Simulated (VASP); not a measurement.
# Hf (Fmmm) in VASP: relaxation of cell and atoms with PBE

Aim: the relaxation of cell and atoms of Hf with PBE.

Everything below comes from runs of VASP 6.6.1. Logs are shortened: lines on timing, memory, paths and dates and some standing lists are left out, and cuts for length are marked.

### 1 The cell of the first run

It takes space group Fmmm (No. 69, orthorhombic). Conventional cell: a = 3.180 Å, b = 5.376 Å, c = 10.804 Å, α = 90.00°, β = 90.00°, γ = 90.00°. Hf (site symmetry mm2) has 11 Hf at 2.92 to 3.66 Å within 3.9 Å.

### 2 Relaxation of cell and atoms, PBE

The input, INCAR:

```
  PREC = Accurate
  ENCUT = 600
  EDIFF = 1E-6
  ISMEAR = 0
  SIGMA = 0.1
  LREAL = False
  LASPH = True
  NELM = 80
  ALGO = Fast
  ISIF = 3
  LWAVE = False
  LCHARG = False
  GGA = PE
  IBRION = 2
  NSW = 100
  EDIFFG = -0.01
  KPAR = 4
```

The input, KPOINTS:

```
Automatic mesh
0
Gamma
  20 20 20
```

The input, POSCAR:

```
Hf
1.0
    0.0000000000      2.6881323365      5.4021829350
    1.5902006581      0.0000000000      5.4021829350
    1.5902006581      2.6881323365      0.0000000000
Hf
2
Direct
    0.1353347135      0.1353347135      0.8646652865
    0.8646652865      0.8646652865      0.1353347135
```

Potentials or basis: VASP PAW PBE potentials, release 64 (Hf_pv).

The run is started by

```
$ cat potpaw_PBE.64/Hf_pv/POTCAR > POTCAR
$ mpirun -np 4 vasp_std > vasp.out
```

OUTCAR:

```text
PREC = Accurate
   ENCUT = 600
   EDIFF = 1E-6
   ISMEAR = 0
   LREAL = False
   LASPH = True
   NELM = 80
   ISIF = 3
   GGA = PE
   IBRION = 2
   NSW = 100
   EDIFFG = -0.01

 ion  position               nearest neighbor table
   1  0.135  0.135  0.865-   2 2.92   2 2.94   2 2.94   2 3.66   2 3.66
   2  0.865  0.865  0.135-   1 2.92   1 2.94   1 2.94   1 3.66   1 3.66

  LATTYP: Found a face centered orthorhombic cell.
 ALAT       =     3.1804013162
 B/A-ratio  =     1.6904359351
 C/A-ratio  =     3.3971706070

  Lattice vectors:

 A1 = (   0.0000000000,   2.6881323365,   5.4021829350)
 A2 = (   1.5902006581,   0.0000000000,   5.4021829350)
 A3 = (   1.5902006581,   2.6881323365,   0.0000000000)

Analysis of symmetry for initial positions (statically):
=====================================================================
 Subroutine PRICEL returns:
 Original cell was already a primitive cell.

 Routine SETGRP: Setting up the symmetry group for a
 face centered orthorhombic supercell.

 Subroutine GETGRP returns: Found  8 space group operations
 (whereof  8 operations were pure point group operations)
 out of a pool of  8 trial point group operations.

The static configuration has the point symmetry D_2h.

Analysis of symmetry for dynamics (positions and initial velocities):
=====================================================================
 Subroutine PRICEL returns:
 Original cell was already a primitive cell.

 Routine SETGRP: Setting up the symmetry group for a
 face centered orthorhombic supercell.

 Subroutine GETGRP returns: Found  8 space group operations
 (whereof  8 operations were pure point group operations)
 out of a pool of  8 trial point group operations.

The dynamic configuration has the point symmetry D_2h.

 Subroutine INISYM returns: Found  8 space group operations
 (whereof  8 operations are pure point group operations),
 and found     1 'primitive' translations

----------------------------------------------------------------------------------------

                                     Primitive cell

  volume of cell :      46.1851

  direct lattice vectors                    reciprocal lattice vectors
     0.000000000  2.688132336  5.402182935    -0.314425728  0.186002747  0.092555177
     1.590200658  0.000000000  5.402182935     0.314425728 -0.186002747  0.092555177
[... 106 lines left out ...]
  volume/ion in A,a.u.               =      23.09       155.84
  Fermi-wavevector in a.u.,A,eV,Ry     =   1.238561  2.340542 20.871805  1.534034
  Thomas-Fermi vector in A             =   2.373082
   LORBIT       =      0    0 simple, 1 ext, 2 COOP (PROOUT), +10 PAW based schemes
   GGA     = PE    functional components
   LHFCALC =     F    Hartree Fock is set to
   AEXX    =    0.0000 exact exchange contribution
   IVDW    =     0    specifies the selected vdW correction
   LEPSILON=     F    determine dielectric tensor
   LRPA    =     F    only Hartree local field effects (RPA)
 conjugate gradient relaxation of ions
 non-spin polarized calculation
 RMM-DIIS sequential band-by-band and
 Gauss-broadening in eV      SIGMA  =   0.10
  energy-cutoff  :      600.00
  volume of cell :       46.19
 maximum number of plane-waves:      1566
   NGX = 25   NGY = 23   NGZ = 13

--------------------------------------- Ionic step        1  -------------------------------------------

 number of electron      20.0000000 magnetization

 Free energy of the ion-electron system (eV)
  ---------------------------------------------------
  ext. energy  EPLUGINS =         0.00000000
  ---------------------------------------------------
  free energy    TOTEN  =       -19.34018174 eV

  energy without entropy =      -19.32587168  energy(sigma->0) =      -19.33302671

------------------------ aborting loop because EDIFF is reached ----------------------------------------

  FORCE on cell =-STRESS in cart. coord.  units (eV):
  Direction    XX          YY          ZZ          XY          YZ          ZX
  --------------------------------------------------------------------------------------
  -------------------------------------------------------------------------------------
  Total       -0.0243402     -0.3793960     -0.2509626     -0.0000000      0.0000000      0.0000000
  in kB       -0.8443689    -13.1613818     -8.7059825     -0.0000000      0.0000000      0.0000000
  external PRESSURE =      -7.5705777 kB  Pullay stress =       0.0000000 kB
[... 275 lines left out ...]
--------------------------------------- Ionic step        9  -------------------------------------------

 number of electron      20.0000000 magnetization

 Free energy of the ion-electron system (eV)
  ---------------------------------------------------
  ext. energy  EPLUGINS =         0.00000000
  ---------------------------------------------------
  free energy    TOTEN  =       -19.34257487 eV

  energy without entropy =      -19.32858845  energy(sigma->0) =      -19.33558166

 E-fermi :   4.4169     XC(G=0): -11.1326

 val. band max:        4.4161683650   @ k =   0.4500   0.0500   0.4000
 cond. band min:       4.4171801599   @ k =  -0.4000   0.1000   0.2000
 fundamental gap:      0.0010117948
 Fermi energy:         4.4168788053

 k-point     1 :       0.0000    0.0000    0.0000
  band No.  band energies     occupation
      1     -26.5419      2.00000
      2     -25.6540      2.00000
      3     -25.5632      2.00000
      4     -25.5172      2.00000
      5     -25.4870      2.00000
      6     -25.4811      2.00000
      7      -2.5092      2.00000
      8       1.0767      2.00000
      9       3.9846      2.00000
     10       5.0568      0.00000
     11       5.7155      0.00000
     12       6.3306      0.00000
     13       6.5405      0.00000
     14       7.0019      0.00000
[... 377 lines left out ...]
      1     -26.3735      2.00000
      2     -26.2344      2.00000
      3     -26.0043      2.00000
      4     -25.7225      2.00000
      5     -25.6449      2.00000
      6     -25.5452      2.00000
      7       0.8744      2.00000
      8       2.1830      2.00000
      9       3.0965      2.00000
     10       3.6527      2.00000
     11       4.6326      0.00228
     12       6.4966      0.00000
     13       7.3358      0.00000
     14       7.7838      0.00000

 [... further k-points ...]

------------------------ aborting loop because EDIFF is reached ----------------------------------------

  FORCE on cell =-STRESS in cart. coord.  units (eV):
  Direction    XX          YY          ZZ          XY          YZ          ZX
  --------------------------------------------------------------------------------------
  -------------------------------------------------------------------------------------
  Total        0.0024362      0.0168211      0.0011233      0.0000000      0.0000000      0.0000000
  in kB        0.0850958      0.5875649      0.0392388      0.0000000      0.0000000      0.0000000
  external PRESSURE =       0.2372999 kB  Pullay stress =       0.0000000 kB
[... 17 lines left out ...]
  FREE ENERGIE OF THE ION-ELECTRON SYSTEM (eV)
  ---------------------------------------------------
  free  energy   TOTEN  =       -19.3425748673 eV

  energy  without entropy=      -19.3285884457  energy(sigma->0) =      -19.33558166

 reached required accuracy - stopping structural energy minimisation
```

CONTCAR:

```text
Hf
   1.00000000000000
    -0.0000000000000000    2.6676664088810353    5.3798691821956108
     1.5979952477097032    0.0000000000000000    5.3798691821956108
     1.5979952477097032    2.6676664088810353    0.0000000000000000
  Hf
     2
Direct
     0.1358678615966388    0.1358678615966388    0.8641321384033612
     0.8641321384033612    0.8641321384033612    0.1358678615966388

  0.00000000E+00  0.00000000E+00  0.00000000E+00
  0.00000000E+00  0.00000000E+00  0.00000000E+00
```

It took 45 min on 4 MPI ranks of Oxide Virtual Turin-like, shared host; peak memory 0.92 GiB.

Results:

* Free energy: -19.3426 eV
* Relaxed volume: 22.93 Å³/atom
* Relaxed cell: a = 6.005 Å, b = 5.612 Å, c = 3.110 Å, α = 81.59°, β = 67.60°, γ = 30.82°
* Space group after relaxing (to 0.1 Å): Fmmm (No. 69)
* Energy gained by relaxing: 1.2 meV/atom
* Ionic steps: 9
* Pressure after relaxing: 0.0 GPa
* Band gap on the k mesh: zero (bands 10 and 11 overlap by 2.12 eV)

Step by step:
| step | energy change (eV) | largest force (eV/Å) | pressure (GPa) | volume (Å³) |
| --- | --- | --- | --- | --- |
| 1 | 0.0000 | 0.0863 | -0.76 | 46.19 |
| 2 | -0.0012 | 0.0170 | 0.84 | 45.46 |
| 3 | -0.0018 | 0.0223 | 0.24 | 45.73 |
| 4 | -0.0023 | 0.0211 | 0.05 | 45.83 |
| 5 | -0.0024 | 0.0201 | 0.04 | 45.85 |
| 6 | -0.0023 | 0.0204 | -0.02 | 45.88 |
| 7 | -0.0024 | 0.0208 | -0.01 | 45.86 |
| 8 | -0.0024 | 0.0209 | 0.01 | 45.85 |
| 9 | -0.0024 | 0.0008 | 0.02 | 45.87 |

Final structure:
```
Hf
1.0
     0.00000    2.66767    5.37987
     1.59800    0.00000    5.37987
     1.59800    2.66767    0.00000
Hf
2
Direct
  0.13587 0.13587 0.86413
  0.86413 0.86413 0.13587
```

Caveat: spin-orbit coupling is left out, which moves the levels of the heavy elements.
